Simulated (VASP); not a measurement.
# Br: relaxation of cell and atoms with PBE

Br:

```
Br
1.0
     3.06000    0.00000    0.00000
     0.00000    3.06000    0.00000
     0.00000    0.00000    3.06000
Br
1
Direct
  0.00000 0.00000 0.00000
```

```
Program                : VASP 6.6.1
Task                   : relaxation of cell and atoms
Functional             : PBE
Potentials or basis    : VASP PAW PBE potentials, release 64 (Br)
Cutoff                 : 600 eV
k mesh                 : 13 × 13 × 13
Occupations            : fermi-dirac, width 0.02 eV
Spin                   : no spin polarisation
Target pressure        : 30 GPa
Dipole correction      : no
Further INCAR settings : ALGO = Normal; EDIFF = 1e-06; IBRION = 2; EDIFFG = -0.02; NSW = 60; ISIF = 3
```

* Relaxed volume: 20.39 Å³/atom
* Relaxed cell: a = 2.732 Å, b = 2.732 Å, c = 2.732 Å, α = 90.00°, β = 90.00°, γ = 90.00°
* Space group after relaxing (to 0.05 Å): Pm-3m (No. 221)
* Energy change on relaxing (the enthalpy is what falls): +597.2 meV/atom
* Ionic steps: 5
* Pressure after relaxing: 30.1 GPa

Step by step:
```csv
step,energy change (eV),largest force (eV/Å),pressure (GPa),volume (Å³)
1,0.0000,0.0000,1.25,28.65
2,5.3507,0.0000,202.32,12.18
3,0.3770,0.0000,21.02,21.78
4,0.5212,0.0000,27.02,20.82
5,0.5972,0.0000,30.10,20.39
```

Final structure:
```
Br
1.0
     2.73199    0.00000    0.00000
     0.00000    2.73199    0.00000
     0.00000    0.00000    2.73199
Br
1
Direct
  0.00000 0.00000 0.00000
```

Levels at points of the mesh, in eV from the Fermi level:
| k point | band 2 | band 3 | band 4 | band 5 | band 6 | band 7 |
| --- | --- | --- | --- | --- | --- | --- |
| (0.00, 0.00, 0.00) | -0.32 | -0.32 | -0.32 | 7.34 | 7.52 | 7.52 |

Run time: 20 s on 1 thread of Intel(R) Xeon(R) Platinum 8488C (Sapphire Rapids), on a shared host, peak memory 0.16 GiB.

Caveat: the cell is relaxed towards a set pressure, so the enthalpy falls and the energy may rise; the volume moved by over 15 % at a fixed basis, so the end points are rough; an odd number of electrons without spin polarisation forces a metal; a magnetic or distorted state may lie lower.
